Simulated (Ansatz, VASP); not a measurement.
# Two plane-wave programs on TiO2

INCAR

```
PREC = Accurate
ENCUT = 520
EDIFF = 1E-7
ISMEAR = 0
SIGMA = 0.05
LREAL = False
LASPH = True
NELM = 80
ALGO = Normal
ISIF = 2
LWAVE = False
LCHARG = False
GGA = PE
NBANDS = 33
```

File KPOINTS:

```
regular mesh
0
Gamma
  6 6 10
```

The input POSCAR:

```
TiO2
1.0
    4.6819400349      0.0000000000      0.0000000000
    0.0000000000      4.6819400349      0.0000000000
    0.0000000000      0.0000000000      2.9884637574
Ti O
2 4
Direct
    0.0000000000      0.0000000000      0.0156977583
    0.5000000000      0.5000000000      0.5156977583
    0.3050970583      0.3050970583     -0.0234828613
    0.1949029417      0.8050970583      0.4765171387
    0.6949029417      0.6949029417     -0.0234828613
    0.8050970583      0.1949029417      0.4765171387
```

Input for Ansatz:

```yaml
crystal:
  lattice:
    - [4.6819400349, 0.0, 0.0]
    - [0.0, 4.6819400349, 0.0]
    - [0.0, 0.0, 2.9884637574]
  atoms:
    - { symbol: Ti, position: [0.0, 0.0, 0.0156977583] }
    - { symbol: Ti, position: [0.5, 0.5, 0.5156977583] }
    - { symbol: O, position: [0.3050970583, 0.3050970583, -0.0234828613] }
    - { symbol: O, position: [0.1949029417, 0.8050970583, 0.4765171387] }
    - { symbol: O, position: [0.6949029417, 0.6949029417, -0.0234828613] }
    - { symbol: O, position: [0.8050970583, 0.1949029417, 0.4765171387] }
basis:
  ecutwfc: 520.0
kpoints:
  mp_grid: { grid: [6, 6, 10] }
hamiltonian:
  xc: pbe
  pseudopotentials: { kind: paw, azcp: { folder: soft_1 } }
scf:
  occupations: { method: gaussian, width: 0.05 }
output:
  forces: true
  stress: true
  eigenvalues: true
```

Change from the starting cell: mode 1 frozen in at -0.070 Å, equal normal strain along x, y and z +0.0083.

Alike in both runs: task single point; functional PBE; k mesh 6 × 6 × 10; occupations gaussian, width 0.05 eV; no spin polarisation.

|  | VASP | Ansatz |
| --- | --- | --- |
| version | VASP 6.6.1 | Ansatz 0.2.0 |
| potentials or method | VASP PAW PBE potentials, release 64 (Ti_sv, O), cutoff 520 eV | scalar-relativistic, plane waves, PAW |
| valence electrons in the cell | 48 | 48 |

```tsv
	VASP	Ansatz	Ansatz less VASP
gap on the k mesh at the Fermi level (eV)	1.99	2.01	+0.026
least direct gap on the mesh (eV)	2.15	2.17	+0.025
pressure (GPa)	-3.0	-3.6	-0.65
traceless stress, the component that is largest in VASP (GPa)	-0.17	-0.40	-0.234
rms of the force components (eV/Å)	0.020	0.034	+0.0141
```

Atom by atom the forces differ by 0.025 eV/Å (rms over components).
